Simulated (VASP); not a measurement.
# GaSb (I-4m2) in VASP: further runs

GaSb is run at these levels: LDA, PBEsol, BLYP; tasks: single point.

Program: VASP 6.6.1. These are calculated values, not measurements. Logs are shortened: lines on timing, memory, paths and dates and some standing lists are left out, and cuts for length are marked.

## (1) The cell of the first run

Symmetry: I-4m2, No. 119, tetragonal system. The conventional cell has a = 5.507 Å, b = 5.507 Å, c = 3.181 Å, α = 90.00°, β = 90.00°, γ = 90.00°. Ga (site symmetry -4m2) has 8 Sb at 2.87 to 3.64 Å and 2 Ga at 3.18 Å within 3.8 Å. Sb (site symmetry -4m2) has 8 Ga at 2.87 to 3.64 Å and 2 Sb at 3.18 Å within 3.8 Å.

## (2) Single point, LDA

INCAR reads:

```
SYSTEM = GaSb
PREC = Accurate
ENCUT = 500
EDIFF = 1E-6
ISMEAR = -1
SIGMA = 0.1
LREAL = .FALSE.
LASPH = .TRUE.
NELM = 120
ALGO = Normal
ISIF = 2
LWAVE = .FALSE.
LCHARG = .TRUE.
GGA = CA
LELF = .TRUE.
LVHAR = .TRUE.
NBANDS = 16
GGA_COMPAT = .FALSE.
```

KPOINTS reads:

```
Automatic mesh
0
G
  6 6 6
  0 0 0
```

POSCAR reads:

```
GaSb
1.0
   -2.7534340000      2.7534340000      1.5907070000
    2.7534340000     -2.7534340000      1.5907070000
    2.7534340000      2.7534340000     -1.5907070000
Ga Sb
1 1
Direct
    0.7500000000      0.2500000000      0.5000000000
    0.0000000000      0.0000000000      0.0000000000
```

Potentials or basis: VASP PAW LDA potentials, release 64 (Ga_d, Sb).

Command:

```bash
$ cat potpaw_LDA.64/Ga_d/POTCAR potpaw_LDA.64/Sb/POTCAR > POTCAR
$ mpirun -np 1 vasp_std > vasp.out
```

OUTCAR:

```text
SYSTEM = GaSb
   PREC = Accurate
   ENCUT = 500
   EDIFF = 1E-6
   ISMEAR = -1
   LREAL = .FALSE.
   LASPH = .TRUE.
   NELM = 120
   ISIF = 2
   GGA = CA

 ion  position               nearest neighbor table
   1  0.750  0.250  0.500-   2 2.87   2 2.87   2 2.87   2 2.87
   2  0.000  0.000  0.000-   1 2.87   1 2.87   1 2.87   1 2.87

  LATTYP: Found a body centered tetragonal cell.
 ALAT       =     5.5068680000
 C/A-ratio  =     0.5777174975

  Lattice vectors:

 A1 = (  -2.7534340000,   2.7534340000,   1.5907070000)
 A2 = (   2.7534340000,  -2.7534340000,   1.5907070000)
 A3 = (   2.7534340000,   2.7534340000,  -1.5907070000)

Analysis of symmetry for initial positions (statically):
=====================================================================
 Subroutine PRICEL returns:
 Original cell was already a primitive cell.

 Routine SETGRP: Setting up the symmetry group for a
 body centered tetragonal supercell.

 Subroutine GETGRP returns: Found  8 space group operations
 (whereof  8 operations were pure point group operations)
 out of a pool of 16 trial point group operations.

The static configuration has the point symmetry D_2d.

Analysis of symmetry for dynamics (positions and initial velocities):
=====================================================================
 Subroutine PRICEL returns:
 Original cell was already a primitive cell.

 Routine SETGRP: Setting up the symmetry group for a
 body centered tetragonal supercell.

 Subroutine GETGRP returns: Found  8 space group operations
 (whereof  8 operations were pure point group operations)
 out of a pool of 16 trial point group operations.

The dynamic configuration has the point symmetry D_2d.

 Subroutine INISYM returns: Found  8 space group operations
 (whereof  8 operations are pure point group operations),
 and found     1 'primitive' translations

----------------------------------------------------------------------------------------

                                     Primitive cell

  volume of cell :      48.2391

  direct lattice vectors                    reciprocal lattice vectors
    -2.753434000  2.753434000  1.590707000     0.000000000  0.181591424  0.314325643
     2.753434000 -2.753434000  1.590707000     0.181591424  0.000000000  0.314325643
     2.753434000  2.753434000 -1.590707000     0.181591424  0.181591424  0.000000000

  length of vectors
     4.206322187  4.206322187  4.206322187     0.363009717  0.363009717  0.256809054

  position of ions in fractional coordinates (direct lattice)
[... 79 lines left out ...]
   EDIFF  = 0.1E-05   stopping-criterion for ELM
   LREAL  =      F    real-space projection
   EDIFFG = 0.1E-04   stopping-criterion for IOM
   NSW    =      0    number of steps for IOM
   IBRION =     -1    ionic relax: 0-MD 1-quasi-New 2-CG
   NFREE  =      0    steps in history (QN), initial steepest desc. (CG)
   ISIF   =      2    stress and relaxation
   ISYM   =      2    0-nonsym 1-usesym 2-fastsym
   POTIM  = 0.5000    time-step for ionic-motion
   TEBEG  =    0.0;   TEEND  =   0.0 temperature during run
   PSTRESS=    0.0 pullay stress
   NELECT =      18.0000    total number of electrons
   NUPDOWN=      -1.0000    fix difference up-down
   EMIN   =  10.00;   EMAX   =-10.00  energy-range for DOS
   EFERMI =   0.00;   METHOD = LEGACY
   ISMEAR =    -1;   SIGMA  =   0.10  broadening in eV -4-tet -1-fermi 0-gaus
   EFERMI_NEDOS =   21; number of points for ismear=-14 and -15
   IALGO  =     38    algorithm
   IMIX   =      4    mixing-type and parameters
     AMIX     =   0.40;   BMIX     =  1.00
     AMIX_MAG =   1.60;   BMIX_MAG =  1.00
  volume/ion in A,a.u.               =      24.12       162.77
  Fermi-wavevector in a.u.,A,eV,Ry     =   1.178598  2.227228 18.899772  1.389094
  Thomas-Fermi vector in A             =   2.314924
   LORBIT       =      0    0 simple, 1 ext, 2 COOP (PROOUT), +10 PAW based schemes
   GGA     = CA    functional components
   LHFCALC =     F    Hartree Fock is set to
   AEXX    =    0.0000 exact exchange contribution
   IVDW    =     0    specifies the selected vdW correction
   LEPSILON=     F    determine dielectric tensor
   LRPA    =     F    only Hartree local field effects (RPA)
 non-spin polarized calculation
  energy-cutoff  :      500.00
  volume of cell :       48.24
 maximum number of plane-waves:      1253
 NGX is ok and might be reduce to    32
   NGX = 15   NGY = 15   NGZ = 15

 number of electron      17.9999994 magnetization

 Free energy of the ion-electron system (eV)
  ---------------------------------------------------
  ext. energy  EPLUGINS =         0.00000000
  ---------------------------------------------------
  free energy    TOTEN  =        -8.31922305 eV

  energy without entropy =       -8.29055713  energy(sigma->0) =       -8.30489009

 E-fermi :   6.5665     XC(G=0): -10.4554

 val. band max:        6.4771001073   @ k =   0.3333   0.1667   0.0000
 cond. band min:       6.7844068012   @ k =   0.3333   0.0000   0.0000
 fundamental gap:      0.3073066939
 Fermi energy:         6.5665389366

 k-point     1 :       0.0000    0.0000    0.0000
  band No.  band energies     occupation
      1      -8.6276      2.00000
      2      -8.5407      2.00000
      3      -8.5330      2.00000
      4      -8.5150      2.00000
      5      -8.5150      2.00000
      6      -5.5777      2.00000
[... 433 lines left out ...]
      3      -8.5569      2.00000
      4      -8.5102      2.00000
      5      -8.4955      2.00000
      6      -2.2531      2.00000
[... 8 lines left out ...]
     15      16.2338      0.00000
     16      18.1802      0.00000

 [... further k-points ...]

------------------------ aborting loop because EDIFF is reached ----------------------------------------

  FORCE on cell =-STRESS in cart. coord.  units (eV):
  Direction    XX          YY          ZZ          XY          YZ          ZX
  --------------------------------------------------------------------------------------
  -------------------------------------------------------------------------------------
  Total       -0.9031849     -0.9031849     -1.7447988      0.0000000      0.0000000      0.0000000
  in kB      -29.9976833    -29.9976833    -57.9503972      0.0000000      0.0000000      0.0000000
  external PRESSURE =     -39.3152546 kB  Pullay stress =       0.0000000 kB

 VOLUME and BASIS-vectors are now :
 -----------------------------------------------------------------------------
  energy-cutoff  :      500.00
  volume of cell :       48.24
      direct lattice vectors                 reciprocal lattice vectors
    -2.753434000  2.753434000  1.590707000     0.000000000  0.181591424  0.314325643
     2.753434000 -2.753434000  1.590707000     0.181591424  0.000000000  0.314325643
     2.753434000  2.753434000 -1.590707000     0.181591424  0.181591424  0.000000000

 POSITION                                       TOTAL-FORCE (eV/Angst)
 -----------------------------------------------------------------------------------
      0.00000      2.75343      0.79535         0.000000      0.000000      0.000000
      0.00000      0.00000      0.00000        -0.000000     -0.000000     -0.000000
 -----------------------------------------------------------------------------------
    total drift:                                0.000000     -0.000000      0.000000

  FREE ENERGIE OF THE ION-ELECTRON SYSTEM (eV)
  ---------------------------------------------------
  free  energy   TOTEN  =        -8.3192230495 eV

  energy  without entropy=       -8.2905571266  energy(sigma->0) =       -8.30489009
```

It took 10 s on 1 thread of Intel Xeon Platinum 8488C (Sapphire Rapids), shared host; peak memory 0.16 GiB.

What came out:

```
Free energy            : -8.3192 eV
Pressure               : -3.9 GPa
Band gap on the k mesh : zero (bands 9 and 10 overlap by 4.78 eV)
```

Stress tensor (GPa, compression positive):
```
-3.00  0.00  0.00
 0.00 -3.00  0.00
 0.00  0.00 -5.80
```

Caveat: the k points lie up to 0.38 Å⁻¹ apart, too coarse for converged energies and pressures of a metal; spin-orbit coupling is left out, which moves the levels of the heavy elements.

## (3) Single point, PBEsol

INCAR reads:

```
SYSTEM = GaSb
PREC     = Accurate       ! precision mode
ENCUT    = 500            ! plane-wave cutoff, eV
EDIFF    = 1E-6           ! SCF threshold, eV
ISMEAR   = -1             ! smearing method
SIGMA    = 0.1            ! smearing width, eV
LREAL    = .False.        ! projectors in reciprocal space
LASPH    = .True.         ! aspherical terms in the spheres
NELM     = 120            ! most SCF steps
ALGO     = Normal         ! electronic algorithm
ISIF     = 2              ! what is computed and relaxed
LWAVE    = .False.        ! write WAVECAR
LCHARG   = .True.         ! write CHGCAR
GGA      = PS             ! functional
LELF     = .True.         ! ELF
LVHAR    = .True.       
NBANDS   = 16             ! bands
GGA_COMPAT= .False.
```

KPOINTS reads:

```
Automatic mesh
0
Gamma
  6 6 6
  0 0 0
```

POSCAR is that of step 2.

Potentials or basis: VASP PAW PBE potentials, release 64 (Ga_d, Sb).

Command:

```bash
$ cat potpaw_PBE.64/Ga_d/POTCAR potpaw_PBE.64/Sb/POTCAR > POTCAR
$ mpirun -np 1 vasp_std > vasp.out
```

Run time: 12 s. Hardware: 1 thread of Intel Xeon Platinum 8488C (Sapphire Rapids), shared host; peak memory 0.18 GiB.

Results (log left out):

```yaml
Free_energy: -7.8535 eV
Pressure: -2.6 GPa
Band_gap_on_the_k_mesh: zero (bands 9 and 10 overlap by 4.82 eV)
```

Stress tensor (GPa, compression positive):
```
-1.53  0.00  0.00
 0.00 -1.53  0.00
 0.00  0.00 -4.74
```

Levels at points of the mesh, in eV from the Fermi level:
| k point | band 6 | band 7 | band 8 | band 9 | band 10 | band 11 | band 12 | band 13 |
| --- | --- | --- | --- | --- | --- | --- | --- | --- |
| (0.00, 0.00, 0.00) | -12.15 | -3.14 | -2.05 | -2.05 | 3.21 | 4.77 | 6.91 | 6.91 |
| (0.50, 0.00, 0.00) | -8.52 | -5.82 | -2.65 | -1.67 | -1.35 | 2.19 | 3.07 | 4.92 |
| (0.50, 0.50, 0.00) | -10.68 | -8.22 | -0.18 | 1.60 | 1.94 | 2.14 | 4.32 | 6.32 |
| (0.50, 0.50, 0.50) | -9.53 | -6.11 | -5.16 | -5.16 | 3.20 | 4.72 | 10.16 | 10.16 |

Caveat: the k points lie up to 0.38 Å⁻¹ apart, too coarse for converged energies and pressures of a metal; the PAW data sets were made with another functional, which shifts forces and pressure a little; spin-orbit coupling is left out, which moves the levels of the heavy elements.

## (4) Single point, BLYP

INCAR reads:

```
PREC = Accurate ; ENCUT = 500
EDIFF = 1E-6 ; ISMEAR = -1
SIGMA = 0.1 ; LREAL = False
LASPH = True ; NELM = 120
ALGO = Normal ; ISIF = 2
LWAVE = False ; LCHARG = False
GGA = B5 ; ALDAX = 1.0
AGGAX = 1.0 ; AGGAC = 1.0
ALDAC = 0.0 ; NBANDS = 16
GGA_COMPAT = False
```

KPOINTS reads:

```
Automatic mesh
0
Gamma
  6 6 6
```

POSCAR is that of step 3.

Command:

```bash
$ cat potpaw_PBE.64/Ga_d/POTCAR potpaw_PBE.64/Sb/POTCAR > POTCAR
$ mpirun -np 1 vasp_std > vasp.out
```

Run time: 19 s. Hardware: 1 thread of Intel Xeon Platinum 8488C (Sapphire Rapids), shared host; peak memory 0.17 GiB.

The run converged. Its results:

- Free energy: -5.3816 eV
- Pressure: 5.5 GPa
- Band gap on the k mesh: zero (bands 9 and 10 overlap by 4.70 eV)

Stress tensor (GPa, compression positive):
```
6.61 0.00 0.00
0.00 6.61 0.00
0.00 0.00 3.32
```

Levels at points of the mesh, in eV from the Fermi level:
| k point | band 5 | band 6 | band 7 | band 8 | band 9 | band 10 | band 11 | band 12 | band 13 | band 14 |
| --- | --- | --- | --- | --- | --- | --- | --- | --- | --- | --- |
| (0.00, 0.00, 0.00) | -15.11 | -12.14 | -3.31 | -2.06 | -2.06 | 3.63 | 4.64 | 6.80 | 6.80 | 7.08 |
| (0.50, 0.00, 0.00) | -15.09 | -8.59 | -5.80 | -2.73 | -1.67 | -1.31 | 2.47 | 3.01 | 4.91 | 8.00 |
| (0.50, 0.50, 0.00) | -15.11 | -10.70 | -8.22 | -0.22 | 1.58 | 1.90 | 2.28 | 4.28 | 6.28 | 8.36 |
| (0.50, 0.50, 0.50) | -15.10 | -9.60 | -6.22 | -5.03 | -5.03 | 3.20 | 4.76 | 9.97 | 9.97 | 12.22 |

Caveat: the k points lie up to 0.38 Å⁻¹ apart, too coarse for converged energies and pressures of a metal; the PAW data sets were made with another functional, which shifts forces and pressure a little; spin-orbit coupling is left out, which moves the levels of the heavy elements.

## (5) The runs side by side

```tsv
level	potentials or basis	gap on the mesh (eV)	pressure (GPa)
LDA	VASP PAW LDA potentials, release 64 (Ga_d, Sb)	none	-3.9
PBEsol	VASP PAW PBE potentials, release 64 (Ga_d, Sb)	none	-2.6
BLYP	VASP PAW PBE potentials, release 64 (Ga_d, Sb)	none	5.5
```

Alike in all rows: task single point; no spin polarisation; cell as given; k mesh 6 × 6 × 6; cutoff (eV) 500; smearing fermi-dirac 0.1 eV.

Caveats: all runs use coarse meshes; spin-orbit coupling is left out, which moves the levels of the heavy elements; the PAW data sets were made with another functional, which shifts forces and pressure a little (at least some runs).

Total energies depend on the potentials used, so only differences within one code and one set of settings carry meaning.
